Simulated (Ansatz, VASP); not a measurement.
BaZrP: VASP beside Ansatz

```
Ba Zr P
1.0
     4.48398    0.00000    0.00000
    -2.24199    3.88324    0.00000
     0.00000    0.00000    4.47485
Ba Zr P
1 1 1
Direct
  0.66667 0.33333 0.00000
  0.00000 0.00000 0.50000
  0.33333 0.66667 0.50000
```

Change from the starting cell: species swapped into the TbZnSi type (P-6m2, No. 187).

Alike in both runs: task single point; functional PBE; k mesh 6 × 6 × 4; occupations gaussian, width 0.1 eV; no spin polarisation.

|  | VASP | Ansatz |
| --- | --- | --- |
| version | VASP 6.6.1 | Ansatz 0.2.0 |
| potentials or method | VASP PAW PBE potentials, release 64 (Ba_sv, Zr_sv, P), cutoff 520 eV | scalar-relativistic, plane waves, PAW |
| valence electrons in the cell | 27 | 27 |

|  | VASP | Ansatz | Ansatz less VASP |
| --- | --- | --- | --- |
| gap on the k mesh at the Fermi level (eV) | none | none | - |
| pressure (GPa) | 5.3 | 4.7 | -0.61 |
| traceless stress, the component that is largest in VASP (GPa) | 1.24 | 1.07 | -0.165 |

A gap of «none» marks a metal or a gap that the smearing closes.

Neither program's run includes spin-orbit coupling.
